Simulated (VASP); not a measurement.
# Ta (I4/mmm) in VASP: single point with r2SCAN

Aim: the single point of Ta with r2SCAN.

All numbers are computed with VASP 6.6.1; they aren't measurements. Logs are shortened: lines on timing, memory, paths and dates and some standing lists are left out, and cuts for length are marked.

### Step 1. The cell of the first run

Symmetry: I4/mmm, No. 139, tetragonal system. The conventional cell has a = 3.354 Å, b = 3.354 Å, c = 3.106 Å, α = 90.00°, β = 90.00°, γ = 90.00°. Ta (site symmetry 4/mmm) has 14 Ta at 2.84 to 3.35 Å within 3.7 Å.

### Step 2. Single point, r2SCAN (uniaxial strain along a: -6.0 %)

The input, POSCAR:

```
Ta
1.0
    3.1063848428      0.0000000000      0.0000000000
    0.0000000000      3.3542346973      0.0000000000
    0.0000000000      0.0000000000      3.3542346973
Ta
2
Direct
    0.0000000000      0.0000000000      0.0000000000
    0.5000000000      0.5000000000      0.5000000000
```

The input, INCAR.step1:

```
PREC = Accurate ; ENCUT = 520
ISMEAR = 0 ; SIGMA = 0.1
LREAL = False ; LASPH = True
NELM = 100 ; NBANDS = 18
GGA = PE ; ALGO = Normal
EDIFF = 1E-4 ; LWAVE = True
LCHARG = False
```

The input, INCAR.step2:

```
PREC = Accurate ; ENCUT = 520
EDIFF = 1E-6 ; ISMEAR = 0
SIGMA = 0.1 ; LREAL = False
LASPH = True ; NELM = 100
ALGO = Normal ; ISIF = 2
LWAVE = False ; LCHARG = True
METAGGA = R2SCAN ; LMIXTAU = True
LELF = True ; LVHAR = True
NBANDS = 18 ; ISTART = 1
```

The input, KPOINTS:

```
regular mesh
0
Gamma
  16 16 16
```

Potentials or basis: VASP PAW PBE potentials, release 64 (Ta_pv).

Command:

```console
> cat potpaw_PBE.64/Ta_pv/POTCAR > POTCAR
> cp INCAR.step1 INCAR
> mpirun -np 1 vasp_std > vasp.out
> cp INCAR.step2 INCAR
> mpirun -np 1 vasp_std > vasp.out
```

OUTCAR:

```text
PREC = Accurate
   ENCUT = 520
   EDIFF = 1E-6
   ISMEAR = 0
   LREAL = False
   LASPH = True
   NELM = 100
   ISIF = 2
   METAGGA = R2SCAN
   ISTART = 1

 ion  position               nearest neighbor table
   1  0.000  0.000  0.000-   2 2.84   2 2.84   2 2.84   2 2.84   2 2.84   2 2.84   2 2.84   2 2.84

   2  0.500  0.500  0.500-   1 2.84   1 2.84   1 2.84   1 2.84   1 2.84   1 2.84   1 2.84   1 2.84

  LATTYP: Found a simple tetragonal cell.
 ALAT       =     3.3542346973
 C/A-ratio  =     0.9261083744

  Lattice vectors:

 A1 = (   0.0000000000,   3.3542346973,   0.0000000000)
 A2 = (   0.0000000000,   0.0000000000,   3.3542346973)
 A3 = (   3.1063848428,   0.0000000000,   0.0000000000)

Analysis of symmetry for initial positions (statically):
=====================================================================
 Subroutine PRICEL returns following result:

  LATTYP: Found a body centered tetragonal cell.
 ALAT       =     3.3542346973
 C/A-ratio  =     0.9261083744

  Lattice vectors:

 A1 = (  -1.5531924214,   1.6771173486,   1.6771173486)
 A2 = (  -1.5531924214,  -1.6771173486,  -1.6771173486)
 A3 = (   1.5531924214,  -1.6771173486,   1.6771173486)

   2 primitive cells build up your supercell.

 Routine SETGRP: Setting up the symmetry group for a
 simple tetragonal supercell.

 Subroutine GETGRP returns: Found 16 space group operations
 (whereof 16 operations were pure point group operations)
 out of a pool of 16 trial point group operations.

The static configuration has the point symmetry D_4h.

Analysis of symmetry for dynamics (positions and initial velocities):
=====================================================================
 Subroutine PRICEL returns following result:

  LATTYP: Found a body centered tetragonal cell.
 ALAT       =     3.3542346973
 C/A-ratio  =     0.9261083744

  Lattice vectors:

 A1 = (  -1.5531924214,   1.6771173486,   1.6771173486)
 A2 = (  -1.5531924214,  -1.6771173486,  -1.6771173486)
 A3 = (   1.5531924214,  -1.6771173486,   1.6771173486)

   2 primitive cells build up your supercell.

 Routine SETGRP: Setting up the symmetry group for a
 simple tetragonal supercell.

 Subroutine GETGRP returns: Found 16 space group operations
 (whereof 16 operations were pure point group operations)
 out of a pool of 16 trial point group operations.

The dynamic configuration has the point symmetry D_4h.

 Subroutine INISYM returns: Found 16 space group operations
 (whereof 16 operations are pure point group operations),
 and found     2 'primitive' translations

----------------------------------------------------------------------------------------

                                     Primitive cell

  volume of cell :      17.4748

  direct lattice vectors                    reciprocal lattice vectors
    -1.553192421  1.677117349  1.677117349    -0.321917615  0.000000000  0.298130599
    -1.553192421 -1.677117349 -1.677117349    -0.321917615 -0.298130599  0.000000000
     1.553192421 -1.677117349  1.677117349     0.000000000 -0.298130599  0.298130599

  length of vectors
     2.835110562  2.835110562  2.835110562     0.438762812  0.438762812  0.421620337

  position of ions in fractional coordinates (direct lattice)
     0.000000000  0.000000000  0.000000000

  ion indices of the primitive-cell ions
   primitive index   ion index
                 1           1

----------------------------------------------------------------------------------------

 KPOINTS: regular mesh

Automatic generation of k-mesh.
 Grid dimensions read from file:
 generate k-points for:   16   16   16

 Generating k-lattice:

  Cartesian coordinates                     Fractional coordinates (reciprocal lattice)
     0.020119851  0.000000000  0.000000000     0.062500000  0.000000000  0.000000000
     0.000000000  0.018633162  0.000000000     0.000000000  0.062500000  0.000000000
     0.000000000  0.000000000  0.018633162     0.000000000  0.000000000  0.062500000

  Length of vectors
     0.020119851  0.018633162  0.018633162

  Shift w.r.t. Gamma in fractional coordinates (k-lattice)
     0.000000000  0.000000000  0.000000000

 Subroutine IBZKPT returns following result:
 ===========================================

 Found    405 irreducible k-points:

 Following reciprocal coordinates:
            Coordinates               Weight
  0.000000  0.000000  0.000000      1.000000
  0.062500  0.000000  0.000000      2.000000
  0.125000  0.000000  0.000000      2.000000
  0.187500  0.000000  0.000000      2.000000
  0.250000  0.000000  0.000000      2.000000
  0.312500  0.000000  0.000000      2.000000
[... 16 lines left out ...]
  0.250000  0.125000  0.000000      8.000000
  0.312500  0.125000  0.000000      8.000000
 [... further k-points ...]
   k-points           NKPTS =    405   k-points in BZ     NKDIM =    405   number of bands    NBANDS=     18
   number of dos      NEDOS =    301   number of ions     NIONS =      2
   total plane-waves  NPLWV =  18816
   dimension x,y,z NGX =    24 NGY =   28 NGZ =   28
   dimension x,y,z NGXF=    48 NGYF=   56 NGZF=   56
   ions per type =               2
   NGX,Y,Z   is equivalent  to a cutoff of  12.84, 13.88, 13.88 a.u.
   NGXF,Y,Z  is equivalent  to a cutoff of  25.69, 27.76, 27.76 a.u.
 SYSTEM =  unknown system
   PREC   = accura    normal or accurate (medium, high low for compatibility)
   ISTART =      1    job   : 0-new  1-cont  2-samecut
   ICHARG =      0    charge: 1-file 2-atom 10-const
   ISPIN  =      1    spin polarized calculation?
   LNONCOLLINEAR =      F non collinear calculations
   LSORBIT =      F    spin-orbit coupling
   LASPH  =      T    aspherical Exc in radial PAW
   ENCUT  =  520.0 eV  38.22 Ry    6.18 a.u.   5.78  6.24  6.24*2*pi/ulx,y,z
   NELM   =    100;   NELMIN=  2; NELMDL=  0     # of ELM steps
   EDIFF  = 0.1E-05   stopping-criterion for ELM
   LREAL  =      F    real-space projection
   EDIFFG = 0.1E-04   stopping-criterion for IOM
   NSW    =      0    number of steps for IOM
   IBRION =     -1    ionic relax: 0-MD 1-quasi-New 2-CG
   NFREE  =      0    steps in history (QN), initial steepest desc. (CG)
   ISIF   =      2    stress and relaxation
   ISYM   =      2    0-nonsym 1-usesym 2-fastsym
   POTIM  = 0.5000    time-step for ionic-motion
   TEBEG  =    0.0;   TEEND  =   0.0 temperature during run
   PSTRESS=    0.0 pullay stress
   NELECT =      22.0000    total number of electrons
   NUPDOWN=      -1.0000    fix difference up-down
   EMIN   =  10.00;   EMAX   =-10.00  energy-range for DOS
   EFERMI =   0.00;   METHOD = LEGACY
   ISMEAR =     0;   SIGMA  =   0.10  broadening in eV -4-tet -1-fermi 0-gaus
   EFERMI_NEDOS =   21; number of points for ismear=-14 and -15
   IALGO  =     38    algorithm
   IMIX   =      4    mixing-type and parameters
     AMIX     =   0.40;   BMIX     =  1.00
     AMIX_MAG =   1.60;   BMIX_MAG =  1.00
  volume/ion in A,a.u.               =      17.47       117.93
  Fermi-wavevector in a.u.,A,eV,Ry     =   1.403034  2.651351 26.783146  1.968506
  Thomas-Fermi vector in A             =   2.525737
   LORBIT       =      0    0 simple, 1 ext, 2 COOP (PROOUT), +10 PAW based schemes
   METAGGA = R2SCAN    functional components
   LHFCALC =     F    Hartree Fock is set to
   AEXX    =    0.0000 exact exchange contribution
   IVDW    =     0    specifies the selected vdW correction
   LEPSILON=     F    determine dielectric tensor
   LRPA    =     F    only Hartree local field effects (RPA)
 non-spin polarized calculation
 Gauss-broadening in eV      SIGMA  =   0.10
  energy-cutoff  :      520.00
  volume of cell :       34.95
 maximum number of plane-waves:       964
 NGX is ok and might be reduce to    24
   NGX = 11   NGY = 13   NGZ = 13

 number of electron      21.9999999 magnetization

 Free energy of the ion-electron system (eV)
  ---------------------------------------------------
  ext. energy  EPLUGINS =         0.00000000
  ---------------------------------------------------
  free energy    TOTEN  =       -97.08720629 eV

  energy without entropy =      -97.07447106  energy(sigma->0) =      -97.08083868

 E-fermi :   5.5912     XC(G=0): -13.9456

 val. band max:        5.5897905906   @ k =   0.0625   0.3750   0.3750
 cond. band min:       5.5934920899   @ k =   0.3125   0.3750   0.0625
 fundamental gap:      0.0037014994
 Fermi energy:         5.5912314679

 k-point     1 :       0.0000    0.0000    0.0000
  band No.  band energies     occupation
      1     -29.5192      2.00000
      2     -29.5192      2.00000
      3     -29.3017      2.00000
      4     -28.5230      2.00000
      5     -28.5230      2.00000
      6     -28.5040      2.00000
[... 10 lines left out ...]
     17      13.1551      0.00000
     18      14.1846      0.00000

 k-point     2 :       0.0625    0.0000    0.0000
  band No.  band energies     occupation
      1     -29.5088      2.00000
      2     -29.5088      2.00000
      3     -29.3101      2.00000
      4     -28.5316      2.00000
      5     -28.5316      2.00000
      6     -28.5293      2.00000
[... 10 lines left out ...]
     17      13.0416      0.00000
     18      15.1324      0.00000

 k-point     3 :       0.1250    0.0000    0.0000
  band No.  band energies     occupation
      1     -29.4780      2.00000
      2     -29.4780      2.00000
      3     -29.3333      2.00000
      4     -28.6018      2.00000
      5     -28.5570      2.00000
      6     -28.5570      2.00000
[... 10 lines left out ...]
     17      12.7157      0.00000
     18      15.0821      0.00000

 k-point     4 :       0.1875    0.0000    0.0000
  band No.  band energies     occupation
      1     -29.4283      2.00000
      2     -29.4283      2.00000
      3     -29.3649      2.00000
      4     -28.7119      2.00000
      5     -28.5986      2.00000
      6     -28.5986      2.00000
[... 10 lines left out ...]
     17      12.2152      0.00000
     18      14.0452      0.00000

 k-point     5 :       0.2500    0.0000    0.0000
  band No.  band energies     occupation
      1     -29.3960      2.00000
      2     -29.3619      2.00000
      3     -29.3619      2.00000
      4     -28.8458      2.00000
      5     -28.6556      2.00000
      6     -28.6556      2.00000
[... 10 lines left out ...]
     17      11.5893      0.00000
     18      13.1249      0.00000

 k-point     6 :       0.3125    0.0000    0.0000
  band No.  band energies     occupation
      1     -29.4164      2.00000
      2     -29.2818      2.00000
      3     -29.2818      2.00000
      4     -28.9880      2.00000
      5     -28.7262      2.00000
      6     -28.7262      2.00000
[... 10 lines left out ...]
     17      11.1496      0.00000
     18      12.4966      0.00000

 k-point     7 :       0.3750    0.0000    0.0000
  band No.  band energies     occupation
      1     -29.4167      2.00000
      2     -29.1914      2.00000
      3     -29.1914      2.00000
      4     -29.1239      2.00000
      5     -28.8085      2.00000
      6     -28.8085      2.00000
[... 10 lines left out ...]
     17      11.7985      0.00000
     18      12.2608      0.00000

 k-point     8 :       0.4375    0.0000    0.0000
  band No.  band energies     occupation
      1     -29.3896      2.00000
      2     -29.2410      2.00000
      3     -29.0950      2.00000
      4     -29.0950      2.00000
      5     -28.8996      2.00000
      6     -28.8996      2.00000
[... 10 lines left out ...]
     17      12.2892      0.00000
     18      12.3445      0.00000
[... 229 lines left out ...]
     17      12.5288      0.00000
     18      13.2096      0.00000

 k-point    20 :       0.0625    0.1250    0.0000
  band No.  band energies     occupation
      1     -29.5116      2.00000
      2     -29.4715      2.00000
      3     -29.2699      2.00000
      4     -28.6383      2.00000
      5     -28.5684      2.00000
      6     -28.5224      2.00000
[... 10 lines left out ...]
     17      12.8847      0.00000
     18      13.9877      0.00000

 k-point    21 :       0.1250    0.1250    0.0000
  band No.  band energies     occupation
      1     -29.5137      2.00000
      2     -29.4425      2.00000
      3     -29.2630      2.00000
      4     -28.7304      2.00000
      5     -28.5913      2.00000
      6     -28.5223      2.00000
[... 10 lines left out ...]
     17      13.1500      0.00000
     18      15.1043      0.00000

 k-point    22 :       0.1875    0.1250    0.0000
  band No.  band energies     occupation
      1     -29.5232      2.00000
      2     -29.3958      2.00000
      3     -29.2399      2.00000
      4     -28.8514      2.00000
      5     -28.6290      2.00000
      6     -28.5439      2.00000
[... 10 lines left out ...]
     17      12.9876      0.00000
     18      14.9962      0.00000

 k-point    23 :       0.2500    0.1250    0.0000
  band No.  band energies     occupation
      1     -29.5389      2.00000
      2     -29.3335      2.00000
      3     -29.1951      2.00000
      4     -28.9894      2.00000
      5     -28.6806      2.00000
      6     -28.5851      2.00000
[... 10 lines left out ...]
     17      12.5256      0.00000
     18      14.0624      0.00000

 k-point    24 :       0.3125    0.1250    0.0000
  band No.  band energies     occupation
      1     -29.5513      2.00000
      2     -29.2584      2.00000
      3     -29.1315      2.00000
      4     -29.1311      2.00000
      5     -28.7449      2.00000
      6     -28.6425      2.00000
[... 10 lines left out ...]
     17      11.9045      0.00000
     18      13.2423      0.00000

 [... further k-points ...]
[... 5 lines left out ...]
  --------------------------------------------------------------------------------------
  -------------------------------------------------------------------------------------
  Total        2.9455408      1.2305054      1.2305054      0.0000000      0.0000000      0.0000000
  in kB      135.0309979     56.4094634     56.4094634      0.0000000      0.0000000      0.0000000
  external PRESSURE =      82.6166416 kB  Pullay stress =       0.0000000 kB

 VOLUME and BASIS-vectors are now :
 -----------------------------------------------------------------------------
  energy-cutoff  :      520.00
  volume of cell :       34.95
      direct lattice vectors                 reciprocal lattice vectors
     3.106384843  0.000000000  0.000000000     0.321917615  0.000000000  0.000000000
     0.000000000  3.354234697  0.000000000     0.000000000  0.298130599  0.000000000
     0.000000000  0.000000000  3.354234697     0.000000000  0.000000000  0.298130599

 POSITION                                       TOTAL-FORCE (eV/Angst)
 -----------------------------------------------------------------------------------
      0.00000      0.00000      0.00000         0.000000     -0.000000     -0.000000
      1.55319      1.67712      1.67712        -0.000000      0.000000      0.000000
 -----------------------------------------------------------------------------------
    total drift:                                0.000000      0.000000     -0.000000

  FREE ENERGIE OF THE ION-ELECTRON SYSTEM (eV)
  ---------------------------------------------------
  free  energy   TOTEN  =       -97.0872062937 eV

  energy  without entropy=      -97.0744710633  energy(sigma->0) =      -97.08083868
```

Run time: 11 min. Hardware: 1 thread of Intel Xeon 8259CL, shared host; peak memory 0.32 GiB.

Results:

```
Free energy            : -97.0872 eV
Pressure               : 8.3 GPa
Band gap on the k mesh : zero (bands 11 and 12 overlap by 3.07 eV)
```

Stress tensor (GPa, compression positive):
```
13.50  0.00  0.00
 0.00  5.64  0.00
 0.00  0.00  5.64
```

Caveat: the cell differs from its parent crystal (uniaxial strain along a: -6.0 %); the cell stands under pressure; the PAW data sets were made with another functional, which shifts forces and pressure a little; spin-orbit coupling is left out, which moves the levels of the heavy elements.
